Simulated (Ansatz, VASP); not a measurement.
Given: the input of a run of Ansatz 0.2.0 on MnS.

File input.yaml:

```yaml
crystal:
  lattice:
    - [3.9535769233, 0.0, 0.0]
    - [-1.9767884617, 3.4238980514, 0.0]
    - [0.0, 0.0, 6.34252886]
  atoms:
    - { symbol: Mn, position: [0.6666666667, 0.3333333333, 0.49884467], spin: 5.0 }
    - { symbol: Mn, position: [0.3333333333, 0.6666666667, 0.99884467], spin: 5.0 }
    - { symbol: S, position: [0.3333333333, 0.6666666667, 0.6261543] }
    - { symbol: S, position: [0.6666666667, 0.3333333333, 0.1261543] }
hamiltonian:
  xc: pbe
  pseudopotentials: { kind: paw }
magnetization:
  spin_polarized: true
  initial_magnetization: 10.0
  spin_locking: { lock_magnetization: hard }
kpoints:
  mp_grid: { grid: [7, 7, 4] }
scf:
  occupations: { method: fermi_dirac, width: 0.05 }
  lower_state_search: "off"
output:
  forces: true
  stress: true
  eigenvalues: true
```

Potentials or basis: Ansatz PAW.

The run is started by

```console
$ ansatz run input.yaml --threads 2 --pin off --max-ram 5632MiB --backend cpu --events-out ev --progress --plain --runs-dir out
```

Problem. Set up the same calculation for VASP 6.6.1. Potentials there: VASP PAW PBE potentials, release 64 (Mn_pv, S).

Solution. As run (the cutoff follows the program's own potentials):

INCAR

```
SYSTEM = MnS
PREC = Accurate
ENCUT = 520
EDIFF = 1E-7
ISMEAR = -1
SIGMA = 0.05
LREAL = .False.
LASPH = .True.
NELM = 150
ALGO = Normal
ISIF = 2
LWAVE = .False.
LCHARG = .True.
ISPIN = 2
MAGMOM = 5 5 0 0
LORBIT = 11
NUPDOWN = 10.0
LMAXMIX = 4
GGA = PE
LELF = .True.
LVHAR = .True.
NBANDS = 31
```

File KPOINTS:

```
regular mesh
0
Gamma
  7 7 4
  0 0 0
```

POSCAR

```
MnS
1.0
    3.9535769233      0.0000000000      0.0000000000
   -1.9767884617      3.4238980514      0.0000000000
    0.0000000000      0.0000000000      6.3425288600
Mn S
2 2
Direct
    0.6666666667      0.3333333333      0.4988446700
    0.3333333333      0.6666666667      0.9988446700
    0.3333333333      0.6666666667      0.6261543000
    0.6666666667      0.3333333333      0.1261543000
```

Potentials or basis: VASP PAW PBE potentials, release 64 (Mn_pv, S).

The run is started by

```sh
$ cat potpaw_PBE.64/Mn_pv/POTCAR potpaw_PBE.64/S/POTCAR > POTCAR
$ mpirun -np 1 vasp_std > vasp.out
```

Both were run:

|  | VASP | Ansatz | Ansatz less VASP |
| --- | --- | --- | --- |
| pressure (GPa) | 3.5 | 3.5 | -0.03 |
| traceless stress, the component that is largest in VASP (GPa) | 1.70 | 1.70 | -0.001 |
| rms of the force components (eV/Å) | 0.166 | 0.165 | -0.0012 |
| net moment per atom (μB) | 2.50 | 2.50 | 0.000 |
| size of the moment on the site where the two differ most (μB) | 4.36 | 4.14 | -0.218 |

Site moments also hang on the region over which each program counts them. Atom by atom the forces differ by 0.001 eV/Å (rms over components). VASP's potentials hold 38 valence electrons a cell and Ansatz's 42, so a difference there can come from the potentials and not from the codes.
